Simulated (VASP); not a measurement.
# KBr (Fm-3m) in VASP: settings compared

Aim: see how the results for KBr move with the level of theory and the settings. Levels: PBE-based screened hybrid, revPBE+D4. Tasks: single point.

Program: VASP 6.6.1. These are calculated values, not measurements. Logs are shortened: lines on timing, memory, paths and dates and some standing lists are left out, and cuts for length are marked.

**1. The cell of the first run**

Symmetry: Fm-3m, No. 225, cubic system. Conventional cell: a = 6.729 Å, b = 6.729 Å, c = 6.729 Å, α = 90.00°, β = 90.00°, γ = 90.00°. Within 4.4 Å of Br (site symmetry m-3m) lie 6 K at 3.36 Å. K (site symmetry m-3m) has 6 Br at 3.36 Å within 4.4 Å.

**2. Single point, PBE-based screened hybrid**

The input, POSCAR:

```
KBr
1.0
    0.0000000000      3.3647223140      3.3647223140
    3.3647223140      0.0000000000      3.3647223140
    3.3647223140      3.3647223140      0.0000000000
Br K
1 1
Direct
    0.5000000000      0.5000000000      0.5000000000
    0.0000000000      0.0000000000      0.0000000000
```

The input, INCAR.step1:

```
SYSTEM = KBr
ALGO     = Normal         ! electronic algorithm
EDIFF    = 1E-5           ! SCF threshold, eV
ENCUT    = 520            ! plane-wave cutoff, eV
GGA      = PE             ! functional
ISIF     = 2              ! what is computed and relaxed
ISMEAR   = 0              ! smearing method
LASPH    = .True.         ! aspherical terms in the spheres
LCHARG   = .False.        ! write CHGCAR
LREAL    = .False.        ! projectors in reciprocal space
LWAVE    = .True.         ! write WAVECAR
NBANDS   = 15             ! bands
NELM     = 60             ! most SCF steps
PREC     = Accurate       ! precision mode
SIGMA    = 0.1            ! smearing width, eV
```

The input, INCAR.step2:

```
SYSTEM = KBr
AEXX     = 0.25           ! exact-exchange fraction
ALGO     = Normal         ! electronic algorithm
EDIFF    = 1E-6           ! SCF threshold, eV
ENCUT    = 520            ! plane-wave cutoff, eV
GGA      = PE             ! functional
HFSCREEN = 0.3            ! screening, 1/A
ISIF     = 2              ! what is computed and relaxed
ISMEAR   = 0              ! smearing method
ISTART   = 1            
LASPH    = .True.         ! aspherical terms in the spheres
LCHARG   = .False.        ! write CHGCAR
LHFCALC  = .True.         ! exact exchange
LREAL    = .False.        ! projectors in reciprocal space
LWAVE    = .False.        ! write WAVECAR
NBANDS   = 15             ! bands
NELM     = 60             ! most SCF steps
PREC     = Accurate       ! precision mode
PRECFOCK = Normal       
SIGMA    = 0.1            ! smearing width, eV
```

The input, KPOINTS:

```
k-points
0
Gamma
  4 4 4
  0 0 0
```

Potentials or basis: VASP PAW PBE potentials, release 64 (Br, K_sv).

Run with:

```
> cat potpaw_PBE.64/Br/POTCAR potpaw_PBE.64/K_sv/POTCAR > POTCAR
> cp INCAR.step1 INCAR
> mpirun -np 1 vasp_std > vasp.out
> cp INCAR.step2 INCAR
> mpirun -np 1 vasp_std > vasp.out
```

OUTCAR:

```text
SYSTEM = KBr
   AEXX = 0.25
   EDIFF = 1E-6
   ENCUT = 520
   GGA = PE
   HFSCREEN = 0.3
   ISIF = 2
   ISMEAR = 0
   ISTART = 1
   LASPH = .True.
   LHFCALC = .True.
   LREAL = .False.
   NELM = 60
   PREC = Accurate
   PRECFOCK = Normal

 ion  position               nearest neighbor table
   1  0.500  0.500  0.500-
   2  0.000  0.000  0.000-

  LATTYP: Found a face centered cubic cell.
 ALAT       =     6.7294446280

  Lattice vectors:

 A1 = (   0.0000000000,   3.3647223140,   3.3647223140)
 A2 = (   3.3647223140,   0.0000000000,   3.3647223140)
 A3 = (   3.3647223140,   3.3647223140,   0.0000000000)

Analysis of symmetry for initial positions (statically):
=====================================================================
 Subroutine PRICEL returns:
 Original cell was already a primitive cell.

 Routine SETGRP: Setting up the symmetry group for a
 face centered cubic supercell.

 Subroutine GETGRP returns: Found 48 space group operations
 (whereof 48 operations were pure point group operations)
 out of a pool of 48 trial point group operations.

The static configuration has the point symmetry O_h .

Analysis of symmetry for dynamics (positions and initial velocities):
=====================================================================
 Subroutine PRICEL returns:
 Original cell was already a primitive cell.

 Routine SETGRP: Setting up the symmetry group for a
 face centered cubic supercell.

 Subroutine GETGRP returns: Found 48 space group operations
 (whereof 48 operations were pure point group operations)
 out of a pool of 48 trial point group operations.

The dynamic configuration has the point symmetry O_h .

 Subroutine INISYM returns: Found 48 space group operations
 (whereof 48 operations are pure point group operations),
 and found     1 'primitive' translations

----------------------------------------------------------------------------------------

                                     Primitive cell

  volume of cell :      76.1864

  direct lattice vectors                    reciprocal lattice vectors
     0.000000000  3.364722314  3.364722314    -0.148600673  0.148600673  0.148600673
     3.364722314  0.000000000  3.364722314     0.148600673 -0.148600673  0.148600673
     3.364722314  3.364722314  0.000000000     0.148600673  0.148600673 -0.148600673

[... 81 lines left out ...]
   ISMEAR =     0;   SIGMA  =   0.10  broadening in eV -4-tet -1-fermi 0-gaus
   EFERMI_NEDOS =   21; number of points for ismear=-14 and -15
   IALGO  =     38    algorithm
   IMIX   =      1    mixing-type and parameters
     AMIX     =   0.40;   BMIX     =  1.00
     AMIX_MAG =   1.60;   BMIX_MAG =  1.00
  volume/ion in A,a.u.               =      38.09       257.07
  Fermi-wavevector in a.u.,A,eV,Ry     =   0.973096  1.838884 12.883567  0.946915
  Thomas-Fermi vector in A             =   2.103448
   LORBIT       =      0    0 simple, 1 ext, 2 COOP (PROOUT), +10 PAW based schemes
   GGA     = PE    functional components
   LHFCALC =     T    Hartree Fock is set to
   PRECFOCK=normal    Normal, Fast or Accurate (Low or Medium for compatibility)
   ENCUT4O =  -1.0   cutoff for four orbital integrals eV
   NKREDX  =     1    reduce k-point grid by
   NKREDY  =     1    reduce k-point grid by
   NKREDZ  =     1    reduce k-point grid by
   AEXX    =    0.2500 exact exchange contribution
   HFSCREEN=    0.3000 screening length (either q_TF or 0.3 A-1)
   HFSCREENC=   0.3000 screening length for correlation (either q_TF or 0.3 A-1)
   ENCUTFOCK=  -1.0 apply spherical cutoff to Coloumb kernel
   IVDW    =     0    specifies the selected vdW correction
   LEPSILON=     F    determine dielectric tensor
   LRPA    =     F    only Hartree local field effects (RPA)
 non-spin polarized calculation
 Gauss-broadening in eV      SIGMA  =   0.10
  energy-cutoff  :      520.00
  volume of cell :       76.19
 maximum number of plane-waves:      2085
  NGX = 28; NGY = 28; NGZ = 28

 number of electron      16.0000002 magnetization

 Free energy of the ion-electron system (eV)
  ---------------------------------------------------
  ext. energy  EPLUGINS =         0.00000000
  ---------------------------------------------------
  free energy    TOTEN  =        -7.00394584 eV

  energy without entropy =       -7.00394584  energy(sigma->0) =       -7.00394584

 E-fermi :  -2.2143     XC(G=0):  -6.1342

 val. band max:       -2.6883108639   @ k =   0.0000   0.0000   0.0000
 cond. band min:       2.5197833836   @ k =   0.0000   0.0000   0.0000
 fundamental gap:      5.2080942475
 Fermi energy:        -2.2143482608

 k-point     1 :       0.0000    0.0000    0.0000
  band No.  band energies     occupation
      1     -32.7302      2.00000
      2     -15.8913      2.00000
      3     -14.8675      2.00000
      4     -14.8675      2.00000
      5     -14.8675      2.00000
      6      -2.6883      2.00000
      7      -2.6883      2.00000
      8      -2.6883      2.00000
      9       2.5198      0.00000
     10       5.9916      0.00000
     11       5.9916      0.00000
     12       5.9916      0.00000
     13       6.8985      0.00000
     14       6.8985      0.00000
[... 113 lines left out ...]
      2     -15.8831      2.00000
      3     -14.9171      2.00000
      4     -14.9171      2.00000
      5     -14.7795      2.00000
      6      -3.2477      2.00000
      7      -3.2477      2.00000
      8      -3.1779      2.00000
      9       5.6321      0.00000
     10       5.6321      0.00000
     11       6.4030      0.00000
     12       7.2847      0.00000
     13       8.9618      0.00000
     14       9.3938      0.00000
     15       9.5093      0.00000

------------------------ aborting loop because EDIFF is reached ----------------------------------------

  FORCE on cell =-STRESS in cart. coord.  units (eV):
  Direction    XX          YY          ZZ          XY          YZ          ZX
  --------------------------------------------------------------------------------------
  -------------------------------------------------------------------------------------
  Total       -0.1670070     -0.1670070     -0.1670070      0.0000000      0.0000000     -0.0000000
  in kB       -3.5121054     -3.5121054     -3.5121054      0.0000000      0.0000000     -0.0000000
  external PRESSURE =      -3.5121054 kB  Pullay stress =       0.0000000 kB

 VOLUME and BASIS-vectors are now :
 -----------------------------------------------------------------------------
  energy-cutoff  :      520.00
  volume of cell :       76.19
      direct lattice vectors                 reciprocal lattice vectors
     0.000000000  3.364722314  3.364722314    -0.148600673  0.148600673  0.148600673
     3.364722314  0.000000000  3.364722314     0.148600673 -0.148600673  0.148600673
     3.364722314  3.364722314  0.000000000     0.148600673  0.148600673 -0.148600673

 POSITION                                       TOTAL-FORCE (eV/Angst)
 -----------------------------------------------------------------------------------
      3.36472      3.36472      3.36472         0.000000      0.000000      0.000000
      0.00000      0.00000      0.00000        -0.000000     -0.000000     -0.000000
 -----------------------------------------------------------------------------------
    total drift:                               -0.000000     -0.000000     -0.000000

  FREE ENERGIE OF THE ION-ELECTRON SYSTEM (eV)
  ---------------------------------------------------
  free  energy   TOTEN  =        -7.0039458401 eV

  energy  without entropy=       -7.0039458401  energy(sigma->0) =       -7.00394584
```

OUTCAR.step1:

```text
SYSTEM = KBr
   EDIFF = 1E-5
   ENCUT = 520
   GGA = PE
   ISIF = 2
   ISMEAR = 0
[... 347 lines left out ...]
      3.36472      3.36472      3.36472         0.000000      0.000000      0.000000
      0.00000      0.00000      0.00000        -0.000000     -0.000000     -0.000000
 -----------------------------------------------------------------------------------
    total drift:                                0.000000      0.000000      0.000000

  FREE ENERGIE OF THE ION-ELECTRON SYSTEM (eV)
  ---------------------------------------------------
  free  energy   TOTEN  =        -6.2231222267 eV

  energy  without entropy=       -6.2231222267  energy(sigma->0) =       -6.22312223
```

Wall time 13 min (1 thread of Intel Xeon 8259CL, shared host); peak memory 0.32 GiB.

What came out:

* Free energy: -7.0039 eV
* Pressure: -0.4 GPa
* Band gap on the k mesh: 5.21 eV, direct

Levels at points of the mesh, in eV from the valence-band top:
```csv
k point,band 6,band 7,band 8,band 9,band 10,band 11
"(0.00, 0.00, 0.00)",0.00,0.00,0.00,5.21,8.68,8.68
"(0.50, 0.00, 0.00)",-1.09,-0.29,-0.29,7.38,9.08,10.92
"(0.50, 0.50, 0.00)",-0.78,-0.28,-0.28,6.88,8.01,10.19
```

Caveat: the PAW data sets were made with another functional, which shifts forces and pressure a little.

**3. Single point, PBE-based screened hybrid, non-collinear spin, zero start, spin-orbit coupling**

This run uses another cell than the first one, of 44.92 Å³/atom, 1.179 times its volume.

The input, POSCAR:

```
KBr
1.0
    0.0000000000      3.5548172386      3.5548172386
    3.5548172386      0.0000000000      3.5548172386
    3.5548172386      3.5548172386      0.0000000000
Br K
1 1
Direct
    0.5000000000      0.5000000000      0.5000000000
    0.0000000000      0.0000000000      0.0000000000
```

The input, INCAR.step1:

```
SYSTEM = KBr
  ALGO = Normal
  EDIFF = 1E-5
  ENCUT = 520
  GGA = PE
  GGA_COMPAT = .FALSE.
  ISIF = 2
  ISMEAR = 0
  LASPH = .TRUE.
  LCHARG = .FALSE.
  LORBIT = 11
  LORBMOM = .TRUE.
  LREAL = .FALSE.
  LSORBIT = .TRUE.
  LUSENCCL = .FALSE.
  LWAVE = .TRUE.
  MAGMOM = 0 0 0 0 0 0
  NBANDS = 28
  NELM = 150
  PREC = Accurate
  SIGMA = 0.05
```

The input, INCAR.step2:

```
SYSTEM = KBr
  AEXX = 0.25
  ALGO = Normal
  EDIFF = 1E-7
  ENCUT = 520
  GGA = PE
  GGA_COMPAT = .FALSE.
  HFSCREEN = 0.3
  ISIF = 2
  ISMEAR = 0
  ISTART = 1
  LASPH = .TRUE.
  LCHARG = .FALSE.
  LHFCALC = .TRUE.
  LORBIT = 11
  LORBMOM = .TRUE.
  LREAL = .FALSE.
  LSORBIT = .TRUE.
  LUSENCCL = .FALSE.
  LWAVE = .FALSE.
  MAGMOM = 0 0 0 0 0 0
  NBANDS = 28
  NELM = 150
  PREC = Accurate
  PRECFOCK = Normal
  SIGMA = 0.05
```

The input, KPOINTS:

```
k-points
0
G
  4 4 4
  0 0 0
```

Potentials or basis: VASP PAW PBE potentials, release 64 (Br, K_sv).

Run with:

```
> cat potpaw_PBE.64/Br/POTCAR potpaw_PBE.64/K_sv/POTCAR > POTCAR
> cp INCAR.step1 INCAR
> mpirun -np 1 vasp_ncl > vasp.out
> cp INCAR.step2 INCAR
> mpirun -np 1 vasp_ncl > vasp.out
```

Run time: 31 min. Hardware: 1 × NVIDIA H100 80GB with 1 thread of AMD EPYC 7R13 (Zen 3), shared host; peak memory 1.4 GiB.

The run converged. Its results:

```
Free energy                                           : -6.9356 eV
Pressure                                              : -1.7 GPa
Net moment                                            : 0.00 μB per cell
Valence electrons inside the program's atomic spheres : Br 4.90; K 7.58
```

Moments on the atoms (μB; x, y, z):
```
Br  0.00 0.00 0.00
K   0.00 0.00 0.00
```

Caveat: the k points lie up to 0.38 Å⁻¹ apart; the PAW data sets were made with another functional, which shifts forces and pressure a little.

**4. Single point, revPBE+D4, non-collinear spin, zero start, spin-orbit coupling**

This run uses another cell than the first one, of 35.94 Å³/atom, 0.943 times its volume.

The input, INCAR:

```
PREC     = Accurate       # precision mode
ENCUT    = 520            # plane-wave cutoff, eV
EDIFF    = 1E-6           # SCF threshold, eV
ISMEAR   = -5             # smearing method
SIGMA    = 0.1            # smearing width, eV
LREAL    = F              # projectors in reciprocal space
LASPH    = T              # aspherical terms in the spheres
NELM     = 150            # most SCF steps
ALGO     = Normal         # electronic algorithm
ISIF     = 2              # what is computed and relaxed
LWAVE    = F              # write WAVECAR
LCHARG   = F              # write CHGCAR
LNONCOLLINEAR= T              # non-collinear magnetism
MAGMOM   = 0 0 0 0 0 0    # initial moments
LORBIT   = 11             # projections on sites
LSORBIT  = T              # spin-orbit coupling
GGA_COMPAT= F            
LORBMOM  = T            
GGA      = RE             # functional
IVDW     = 13             # dispersion correction
NBANDS   = 28             # bands
```

The input, KPOINTS:

```
Automatic mesh
0
Gamma
  7 7 7
```

The input, POSCAR:

```
KBr
1.0
    0.0000000000      3.3000000000      3.3000000000
    3.3000000000      0.0000000000      3.3000000000
    3.3000000000      3.3000000000      0.0000000000
Br K
1 1
Direct
    0.5000000000      0.5000000000      0.5000000000
    0.0000000000      0.0000000000      0.0000000000
```

Potentials or basis: VASP PAW PBE potentials, release 64 (Br, K_sv).

Run with:

```
> cat potpaw_PBE.64/Br/POTCAR potpaw_PBE.64/K_sv/POTCAR > POTCAR
> mpirun -np 1 vasp_ncl > vasp.out
```

OUTCAR:

```text
PREC = Accurate
   ENCUT = 520
   EDIFF = 1E-6
   ISMEAR = -5
   LREAL = F
   LASPH = T
   NELM = 150
   ISIF = 2
   LNONCOLLINEAR = T
   LORBIT = 11
   LSORBIT = T
   GGA = RE
   IVDW = 13

 ion  position               nearest neighbor table
   1  0.500  0.500  0.500-   2 3.30   2 3.30   2 3.30   2 3.30   2 3.30   2 3.30
   2  0.000  0.000  0.000-   1 3.30   1 3.30   1 3.30   1 3.30   1 3.30   1 3.30

  LATTYP: Found a face centered cubic cell.
 ALAT       =     6.6000000000

  Lattice vectors:

[... 914 lines left out ...]
     0.0000000    -0.0000009     0.0000000    -0.0000009     0.0000000
     0.0000001     0.0000001    -0.0000009     0.0000000    -0.0000003
    -0.0000012    -0.0000003     0.0000000    -0.0000003     0.0000000
 l=   3
     0.0000000     0.0000000     0.0000000     0.0000000     0.0000000     0.0000000     0.0000000
     0.0000000     0.0000000     0.0000000     0.0000000     0.0000000     0.0000000     0.0000000
     0.0000000     0.0000000     0.0000000     0.0000000     0.0000000     0.0000000     0.0000000
     0.0000000     0.0000000     0.0000000     0.0000000     0.0000000     0.0000000     0.0000000
     0.0000000     0.0000000     0.0000000     0.0000000     0.0000000     0.0000000     0.0000000
     0.0000000     0.0000000     0.0000000     0.0000000     0.0000000     0.0000000     0.0000000
     0.0000000     0.0000000     0.0000000     0.0000000     0.0000000     0.0000000     0.0000000

 total charge

# of ion       s       p       d       tot
------------------------------------------
    1        1.600   3.326   0.001   4.927
    2        1.959   5.612   0.024   7.595
--------------------------------------------------
tot          3.559   8.938   0.025  12.522

 magnetization (x)

# of ion       s       p       d       tot
------------------------------------------
    1        0.000   0.000  -0.000   0.000
    2        0.000   0.000   0.000   0.000
--------------------------------------------------
tot          0.000   0.000  -0.000   0.000

 magnetization (y)

# of ion       s       p       d       tot
------------------------------------------
    1        0.000   0.000   0.000   0.000
    2        0.000  -0.000   0.000  -0.000
--------------------------------------------------
tot          0.000  -0.000   0.000  -0.000

 magnetization (z)

# of ion       s       p       d       tot
------------------------------------------
    1       -0.000   0.000  -0.000  -0.000
    2        0.000   0.000   0.000   0.000
--------------------------------------------------
tot          0.000   0.000   0.000   0.000
```

OSZICAR:

```text
N       E                     dE             d eps       ncg     rms          rms(c)
DAV:   1     0.110586628260E+03    0.11059E+03   -0.67497E+03  1120   0.991E+02
DAV:   2     0.308291989148E+01   -0.10750E+03   -0.10134E+03  1336   0.259E+02
DAV:   3    -0.584267015113E+01   -0.89256E+01   -0.88761E+01  1780   0.643E+01
DAV:   4    -0.603856097362E+01   -0.19589E+00   -0.19542E+00  1656   0.898E+00
DAV:   5    -0.604343995444E+01   -0.48790E-02   -0.48786E-02  1580   0.108E+00    0.316E+00
DAV:   6    -0.587544116620E+01    0.16800E+00   -0.24400E-01  1364   0.248E+00    0.221E+00
DAV:   7    -0.587434807781E+01    0.10931E-02   -0.14481E-01  1444   0.209E+00    0.130E+00
DAV:   8    -0.588610232118E+01   -0.11754E-01   -0.18465E-02  1536   0.805E-01    0.647E-01
DAV:   9    -0.589382021318E+01   -0.77179E-02   -0.66045E-03  1192   0.601E-01    0.134E-01
DAV:  10    -0.589471945911E+01   -0.89925E-03   -0.61588E-04  1424   0.167E-01    0.580E-02
DAV:  11    -0.589524738741E+01   -0.52793E-03   -0.68046E-04  1172   0.172E-01    0.189E-02
DAV:  12    -0.589526531887E+01   -0.17931E-04   -0.17724E-05  1616   0.302E-02    0.602E-03
DAV:  13    -0.589527489814E+01   -0.95793E-05   -0.86470E-06  1172   0.211E-02    0.428E-03
DAV:  14    -0.589527751935E+01   -0.26212E-05   -0.71991E-06  1188   0.181E-02    0.129E-03
DAV:  15    -0.589527759094E+01   -0.71593E-07   -0.10136E-07  1096   0.257E-03
   1 F= -.62655995E+01 E0= -.62655995E+01  d E =0.000000E+00  mag=     0.0000     0.0000    -0.0000
```

Run time: 1.8 min. Hardware: 1 thread of Intel Xeon 6975P-C, shared host; peak memory 0.41 GiB.

Results:

* Free energy: -6.2656 eV
* Pressure: 0.9 GPa
* Net moment: 0.00 μB per cell
* Valence electrons inside the program's atomic spheres: Br 4.93; K 7.59
* Dispersion energy per atom: -0.185 eV

Moments on the atoms (μB; x, y, z):
```
Br  0.00 0.00 0.00
K   0.00 0.00 0.00
```

Caveat: the PAW data sets were made with another functional, which shifts forces and pressure a little.

**5. Summary**

```tsv
level	spin	cell	k mesh	smearing	grid for exact exchange (PRECFOCK)	share of exact exchange	screening parameter	pressure (GPa)	moment (μB)
PBE-based screened hybrid	off	a = 4.758 Å, angles 60.0°, 2 atoms	4 × 4 × 4	gaussian 0.1 eV	Normal	0.25	0.3 1/Å	-0.4	-
PBE-based screened hybrid	non-collinear, zero start, SOC	a = 5.027 Å, angles 60.0°, 2 atoms	4 × 4 × 4	gaussian 0.05 eV	Normal	0.25	0.3 1/Å	-1.7	0.00
revPBE+D4	non-collinear, zero start, SOC	a = 4.667 Å, angles 60.0°, 2 atoms	7 × 7 × 7	tetrahedron	-	-	-	0.9	0.00
```

Alike in all rows: task single point; potentials or basis VASP PAW PBE potentials, release 64 (Br, K_sv); cutoff (eV) 520.

Caveats: some runs use coarse meshes; the PAW data sets were made with another functional, which shifts forces and pressure a little.

Absolute energies hang on the potentials; compare differences alone.
